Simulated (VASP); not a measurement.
# LiF (I4/mmm) in VASP: further runs

LiF is run at these levels: PBE; tasks: single point.

All numbers are computed with VASP 6.6.1; they aren't measurements. Logs are shortened: lines on timing, memory, paths and dates and some standing lists are left out, and cuts for length are marked.

**1. The cell of the first run**

The structure is tetragonal, space group I4/mmm (No. 139). The conventional cell has a = 2.848 Å, b = 2.848 Å, c = 3.726 Å, α = 90.00°, β = 90.00°, γ = 90.00°. Within 2.5 Å of Li (site symmetry 4/mmm) lie 6 F at 1.86 to 2.01 Å. F (site symmetry 4/mmm) has 6 Li at 1.86 to 2.01 Å within 2.5 Å.

**2. Single point, PBE (strain -0.0750 x Voigt [1, 0, 0, 0, 0, 0])**

Contents of INCAR:

```
PREC     = Accurate       # precision mode
ENCUT    = 520            # plane-wave cutoff, eV
EDIFF    = 1E-6           # SCF threshold, eV
ISMEAR   = 0              # smearing method
SIGMA    = 0.05           # smearing width, eV
LREAL    = False          # projectors in reciprocal space
LASPH    = True           # aspherical terms in the spheres
NELM     = 100            # most SCF steps
ALGO     = Normal         # electronic algorithm
ISIF     = 2              # what is computed and relaxed
LWAVE    = False          # write WAVECAR
LCHARG   = True           # write CHGCAR
GGA      = PE             # functional
LELF     = True           # ELF
LVHAR    = True         
NBANDS   = 12             # bands
```

Contents of KPOINTS:

```
Automatic mesh
0
Gamma
  10 10 10
```

Contents of POSCAR:

```
LiF
1.0
    0.0000000000      2.0140000000      2.0140000000
    1.8629500000      0.0000000000      2.0140000000
    1.8629500000      2.0140000000      0.0000000000
Li F
1 1
Direct
    0.0000000000      0.0000000000      0.0000000000
    0.5000000000      0.5000000000      0.5000000000
```

Potentials or basis: VASP PAW PBE potentials, release 64 (Li_sv, F).

Launch:

```bash
> cat potpaw_PBE.64/Li_sv/POTCAR potpaw_PBE.64/F/POTCAR > POTCAR
> mpirun -np 1 vasp_std > vasp.out
```

OUTCAR:

```text
PREC = Accurate
   ENCUT = 520
   EDIFF = 1E-6
   ISMEAR = 0
   LREAL = False
   LASPH = True
   NELM = 100
   ISIF = 2
   GGA = PE

 ion  position               nearest neighbor table
   1  0.000  0.000  0.000-   2 1.86   2 1.86   2 2.01   2 2.01   2 2.01   2 2.01
   2  0.500  0.500  0.500-   1 1.86   1 1.86   1 2.01   1 2.01   1 2.01   1 2.01

  LATTYP: Found a body centered tetragonal cell.
 ALAT       =     2.8482261146
 C/A-ratio  =     1.3081475452

  Lattice vectors:

 A1 = (  -1.8629500000,   0.0000000000,  -2.0140000000)
 A2 = (  -1.8629500000,   0.0000000000,   2.0140000000)
 A3 = (   1.8629500000,   2.0140000000,   0.0000000000)

Analysis of symmetry for initial positions (statically):
=====================================================================
 Subroutine PRICEL returns:
 Original cell was already a primitive cell.

 Routine SETGRP: Setting up the symmetry group for a
 body centered tetragonal supercell.

 Subroutine GETGRP returns: Found 16 space group operations
 (whereof 16 operations were pure point group operations)
 out of a pool of 16 trial point group operations.

The static configuration has the point symmetry D_4h.

Analysis of symmetry for dynamics (positions and initial velocities):
=====================================================================
 Subroutine PRICEL returns:
 Original cell was already a primitive cell.

 Routine SETGRP: Setting up the symmetry group for a
 body centered tetragonal supercell.

 Subroutine GETGRP returns: Found 16 space group operations
 (whereof 16 operations were pure point group operations)
 out of a pool of 16 trial point group operations.

The dynamic configuration has the point symmetry D_4h.

 Subroutine INISYM returns: Found 16 space group operations
 (whereof 16 operations are pure point group operations),
 and found     1 'primitive' translations

----------------------------------------------------------------------------------------

                                     Primitive cell

  volume of cell :      15.1130

  direct lattice vectors                    reciprocal lattice vectors
     0.000000000  2.014000000  2.014000000    -0.268391530  0.248262165  0.248262165
     1.862950000  0.000000000  2.014000000     0.268391530 -0.248262165  0.248262165
     1.862950000  2.014000000  0.000000000     0.268391530  0.248262165 -0.248262165

  length of vectors
     2.848226115  2.743497531  2.743497531     0.441930105  0.441930105  0.441930105

  position of ions in fractional coordinates (direct lattice)
     0.000000000  0.000000000  0.000000000
     0.500000000  0.500000000  0.500000000

  ion indices of the primitive-cell ions
   primitive index   ion index
                 1           1
                 2           2

----------------------------------------------------------------------------------------

 KPOINTS: Automatic mesh

Automatic generation of k-mesh.
 Grid dimensions read from file:
 generate k-points for:   10   10   10

 Generating k-lattice:

  Cartesian coordinates                     Fractional coordinates (reciprocal lattice)
    -0.026839153  0.024826216  0.024826216     0.100000000  0.000000000  0.000000000
     0.026839153 -0.024826216  0.024826216     0.000000000  0.100000000  0.000000000
     0.026839153  0.024826216 -0.024826216     0.000000000  0.000000000  0.100000000

  Length of vectors
     0.044193011  0.044193011  0.044193011

  Shift w.r.t. Gamma in fractional coordinates (k-lattice)
     0.000000000  0.000000000  0.000000000

 Subroutine IBZKPT returns following result:
 ===========================================

 Found    102 irreducible k-points:

 Following reciprocal coordinates:
            Coordinates               Weight
  0.000000  0.000000  0.000000      1.000000
  0.100000 -0.000000 -0.000000      8.000000
  0.200000 -0.000000 -0.000000      8.000000
  0.300000  0.000000  0.000000      8.000000
  0.400000 -0.000000 -0.000000      8.000000
  0.500000 -0.000000 -0.000000      4.000000
[... 16 lines left out ...]
  0.300000  0.300000  0.000000      4.000000
  0.400000  0.300000 -0.000000     16.000000
 [... further k-points ...]
   k-points           NKPTS =    102   k-points in BZ     NKDIM =    102   number of bands    NBANDS=     12
   number of dos      NEDOS =    301   number of ions     NIONS =      2
   total plane-waves  NPLWV =   9600
   dimension x,y,z NGX =    24 NGY =   20 NGZ =   20
   dimension x,y,z NGXF=    48 NGYF=   40 NGZF=   40
   ions per type =               1   1
   NGX,Y,Z   is equivalent  to a cutoff of  14.01, 12.12, 12.12 a.u.
   NGXF,Y,Z  is equivalent  to a cutoff of  28.02, 24.24, 24.24 a.u.
 SYSTEM =  unknown system
   PREC   = accura    normal or accurate (medium, high low for compatibility)
   ISTART =      0    job   : 0-new  1-cont  2-samecut
   ICHARG =      2    charge: 1-file 2-atom 10-const
   ISPIN  =      1    spin polarized calculation?
   LNONCOLLINEAR =      F non collinear calculations
   LSORBIT =      F    spin-orbit coupling
   LASPH  =      T    aspherical Exc in radial PAW
   ENCUT  =  520.0 eV  38.22 Ry    6.18 a.u.   5.30  5.10  5.10*2*pi/ulx,y,z
   NELM   =    100;   NELMIN=  2; NELMDL= -5     # of ELM steps
   EDIFF  = 0.1E-05   stopping-criterion for ELM
   LREAL  =      F    real-space projection
   EDIFFG = 0.1E-04   stopping-criterion for IOM
   NSW    =      0    number of steps for IOM
   IBRION =     -1    ionic relax: 0-MD 1-quasi-New 2-CG
   NFREE  =      0    steps in history (QN), initial steepest desc. (CG)
   ISIF   =      2    stress and relaxation
   ISYM   =      2    0-nonsym 1-usesym 2-fastsym
   POTIM  = 0.5000    time-step for ionic-motion
   TEBEG  =    0.0;   TEEND  =   0.0 temperature during run
   PSTRESS=    0.0 pullay stress
   NELECT =      10.0000    total number of electrons
   NUPDOWN=      -1.0000    fix difference up-down
   EMIN   =  10.00;   EMAX   =-10.00  energy-range for DOS
   EFERMI =   0.00;   METHOD = LEGACY
   ISMEAR =     0;   SIGMA  =   0.05  broadening in eV -4-tet -1-fermi 0-gaus
   EFERMI_NEDOS =   21; number of points for ismear=-14 and -15
   IALGO  =     38    algorithm
   IMIX   =      4    mixing-type and parameters
     AMIX     =   0.40;   BMIX     =  1.00
     AMIX_MAG =   1.60;   BMIX_MAG =  1.00
  volume/ion in A,a.u.               =       7.56        50.99
  Fermi-wavevector in a.u.,A,eV,Ry     =   1.426565  2.695816 27.689035  2.035087
  Thomas-Fermi vector in A             =   2.546828
   LORBIT       =      0    0 simple, 1 ext, 2 COOP (PROOUT), +10 PAW based schemes
   GGA     = PE    functional components
   LHFCALC =     F    Hartree Fock is set to
   AEXX    =    0.0000 exact exchange contribution
   IVDW    =     0    specifies the selected vdW correction
   LEPSILON=     F    determine dielectric tensor
   LRPA    =     F    only Hartree local field effects (RPA)
 non-spin polarized calculation
 Gauss-broadening in eV      SIGMA  =   0.05
  energy-cutoff  :      520.00
  volume of cell :       15.11
 maximum number of plane-waves:       427
 NGX is ok and might be reduce to    24
   NGX = 11   NGY = 11   NGZ = 11

 number of electron      10.0000000 magnetization

 number of electron       9.9999995 magnetization

 Free energy of the ion-electron system (eV)
  ---------------------------------------------------
  ext. energy  EPLUGINS =         0.00000000
  ---------------------------------------------------
  free energy    TOTEN  =        -9.57000070 eV

  energy without entropy =       -9.57000070  energy(sigma->0) =       -9.57000070

 E-fermi :  -0.0728     XC(G=0): -10.3582

 val. band max:       -0.4633039416   @ k =   0.0000   0.0000   0.0000
 cond. band min:       9.2509228436   @ k =   0.0000   0.0000   0.0000
 fundamental gap:      9.7142267852
 Fermi energy:        -0.0728168705

 k-point     1 :       0.0000    0.0000    0.0000
  band No.  band energies     occupation
      1     -41.2702      2.00000
      2     -20.7251      2.00000
      3      -0.6999      2.00000
      4      -0.4633      2.00000
      5      -0.4633      2.00000
      6       9.2509      0.00000
      7      23.8800      0.00000
      8      23.8800      0.00000
      9      24.4315      0.00000
     10      24.4315      0.00000
     11      25.1196      0.00000
     12      25.9389      0.00000

 k-point     2 :       0.1000   -0.0000   -0.0000
  band No.  band energies     occupation
      1     -41.2623      2.00000
      2     -20.6826      2.00000
      3      -0.8947      2.00000
      4      -0.5872      2.00000
      5      -0.5048      2.00000
      6       9.5419      0.00000
      7      21.4599      0.00000
      8      22.4446      0.00000
      9      23.7855      0.00000
     10      25.5933      0.00000
     11      25.6504      0.00000
     12      26.5216      0.00000

 k-point     3 :       0.2000   -0.0000   -0.0000
  band No.  band energies     occupation
      1     -41.2416      2.00000
      2     -20.5683      2.00000
      3      -1.6061      2.00000
      4      -0.6434      2.00000
      5      -0.6111      2.00000
      6      10.1701      0.00000
      7      18.9593      0.00000
      8      20.7688      0.00000
      9      22.3817      0.00000
     10      26.6661      0.00000
     11      27.0584      0.00000
     12      27.7103      0.00000

 k-point     4 :       0.3000    0.0000    0.0000
  band No.  band energies     occupation
      1     -41.2158      2.00000
      2     -20.4201      2.00000
      3      -2.4297      2.00000
      4      -0.7383      2.00000
      5      -0.6747      2.00000
      6      10.6348      0.00000
      7      17.5444      0.00000
      8      19.4243      0.00000
      9      21.0675      0.00000
     10      28.1354      0.00000
     11      28.8171      0.00000
     12      29.5139      0.00000

 k-point     5 :       0.4000   -0.0000   -0.0000
  band No.  band energies     occupation
      1     -41.1949      2.00000
      2     -20.2940      2.00000
      3      -3.0491      2.00000
      4      -0.8380      2.00000
      5      -0.6951      2.00000
      6      10.7071      0.00000
      7      17.1428      0.00000
      8      18.5747      0.00000
      9      20.1805      0.00000
     10      29.8448      0.00000
     11      30.5260      0.00000
     12      31.6613      0.00000
[... 228 lines left out ...]
      1     -41.1881      2.00000
      2     -20.2221      2.00000
      3      -2.7328      2.00000
      4      -1.7958      2.00000
      5      -0.7594      2.00000
      6      12.0438      0.00000
      7      15.6089      0.00000
      8      19.4566      0.00000
      9      20.2924      0.00000
     10      28.6316      0.00000
     11      30.0547      0.00000
     12      31.2149      0.00000

 k-point    22 :      -0.2000    0.2000    0.0000
  band No.  band energies     occupation
      1     -41.2063      2.00000
      2     -20.3567      2.00000
      3      -2.3189      2.00000
      4      -1.4376      2.00000
      5      -0.6332      2.00000
      6      11.4442      0.00000
      7      16.3379      0.00000
      8      19.7604      0.00000
      9      20.9456      0.00000
     10      27.0326      0.00000
     11      28.9986      0.00000
     12      30.7872      0.00000

 k-point    23 :       0.3000    0.3000    0.0000
  band No.  band energies     occupation
      1     -41.2061      2.00000
      2     -20.2584      2.00000
      3      -2.6752      2.00000
      4      -1.4579      2.00000
      5      -1.0184      2.00000
      6      12.2844      0.00000
      7      18.2132      0.00000
      8      19.1479      0.00000
      9      20.6123      0.00000
     10      21.9273      0.00000
     11      34.8294      0.00000
     12      35.7879      0.00000

 k-point    24 :       0.4000    0.3000   -0.0000
  band No.  band energies     occupation
      1     -41.1911      2.00000
      2     -20.1357      2.00000
      3      -3.1378      2.00000
      4      -1.6205      2.00000
      5      -1.1754      2.00000
      6      13.0433      0.00000
      7      17.0463      0.00000
      8      18.7217      0.00000
      9      20.8810      0.00000
     10      22.2752      0.00000
     11      34.5956      0.00000
     12      35.9641      0.00000

 [... further k-points ...]
[... 5 lines left out ...]
  --------------------------------------------------------------------------------------
  -------------------------------------------------------------------------------------
  Total        1.6134157      0.5726175      0.5726175      0.0000000      0.0000000      0.0000000
  in kB      171.0435635     60.7050843     60.7050843      0.0000000      0.0000000      0.0000000
  external PRESSURE =      97.4845774 kB  Pullay stress =       0.0000000 kB

 VOLUME and BASIS-vectors are now :
 -----------------------------------------------------------------------------
  energy-cutoff  :      520.00
  volume of cell :       15.11
      direct lattice vectors                 reciprocal lattice vectors
     0.000000000  2.014000000  2.014000000    -0.268391530  0.248262165  0.248262165
     1.862950000  0.000000000  2.014000000     0.268391530 -0.248262165  0.248262165
     1.862950000  2.014000000  0.000000000     0.268391530  0.248262165 -0.248262165

 POSITION                                       TOTAL-FORCE (eV/Angst)
 -----------------------------------------------------------------------------------
      0.00000      0.00000      0.00000        -0.000000     -0.000000      0.000000
      1.86295      2.01400      2.01400         0.000000      0.000000     -0.000000
 -----------------------------------------------------------------------------------
    total drift:                               -0.000000     -0.000000      0.000000

  FREE ENERGIE OF THE ION-ELECTRON SYSTEM (eV)
  ---------------------------------------------------
  free  energy   TOTEN  =        -9.5700006991 eV

  energy  without entropy=       -9.5700006991  energy(sigma->0) =       -9.57000070
```

It took 8.3 s on 1 thread of Intel Xeon Platinum 8488C (Sapphire Rapids), shared host; peak memory 0.13 GiB.

What came out:

- Free energy: -9.5700 eV
- Band gap on the k mesh: 9.71 eV, direct

Caveat: the cell differs from its parent crystal (strain -0.0750 x Voigt [1, 0, 0, 0, 0, 0]); the cutoff is under 1.25 times the usual one of these potentials, so pressure, stress and relaxed cells hold a basis-set (Pulay) error.

**3. Single point, PBE (strain +0.1125 x Voigt [1, 0, 0, 0, 0, 0])**

Contents of INCAR:

```
SYSTEM = LiF
  ALGO = Normal
  EDIFF = 1E-6
  ENCUT = 520
  GGA = PE
  ISIF = 2
  ISMEAR = 0
  LASPH = .TRUE.
  LCHARG = .TRUE.
  LELF = .TRUE.
  LREAL = .FALSE.
  LVHAR = .TRUE.
  LWAVE = .FALSE.
  NBANDS = 12
  NELM = 60
  PREC = Accurate
  SIGMA = 0.05
```

Contents of KPOINTS:

```
k-points
0
G
  10 10 10
  0 0 0
```

Contents of POSCAR:

```
LiF
1.0
    0.0000000000      2.0140000000      2.0140000000
    2.2405750000      0.0000000000      2.0140000000
    2.2405750000      2.0140000000      0.0000000000
Li F
1 1
Direct
    0.0000000000      0.0000000000      0.0000000000
    0.5000000000      0.5000000000      0.5000000000
```

Potentials or basis: VASP PAW PBE potentials, release 64 (Li_sv, F).

Launch:

```bash
> cat potpaw_PBE.64/Li_sv/POTCAR potpaw_PBE.64/F/POTCAR > POTCAR
> mpirun -np 1 vasp_std > vasp.out
```

Run time: 11 s. Hardware: 1 thread of Intel Xeon Platinum 8488C (Sapphire Rapids), shared host; peak memory 0.14 GiB.

The run converged. Its results:

```
Free energy            : -9.6084 eV
Band gap on the k mesh : 8.09 eV, direct
```

Levels at points of the mesh, in eV from the valence-band top:
| k point | band 1 | band 2 | band 3 | band 4 | band 5 | band 6 | band 7 | band 8 | band 9 | band 10 |
| --- | --- | --- | --- | --- | --- | --- | --- | --- | --- | --- |
| (0.00, 0.00, 0.00) | -41.23 | -19.79 | -0.16 | -0.16 | 0.00 | 8.09 | 21.22 | 22.77 | 23.32 | 23.32 |
| (0.50, 0.00, 0.00) | -41.19 | -19.44 | -2.29 | -0.38 | -0.19 | 10.17 | 15.41 | 17.24 | 18.91 | 27.60 |
| (0.50, 0.50, 0.00) | -41.17 | -19.20 | -2.66 | -1.33 | -0.74 | 14.42 | 15.56 | 16.27 | 17.93 | 19.26 |
| (0.00, 0.50, 0.50) | -41.19 | -19.32 | -2.69 | -0.77 | -0.77 | 12.68 | 16.06 | 16.83 | 19.98 | 19.98 |

Caveat: the cell differs from its parent crystal (strain +0.1125 x Voigt [1, 0, 0, 0, 0, 0]); the cutoff is under 1.25 times the usual one of these potentials, so pressure, stress and relaxed cells hold a basis-set (Pulay) error. A k mesh can miss the band edges.

[end of part 1 of 2]
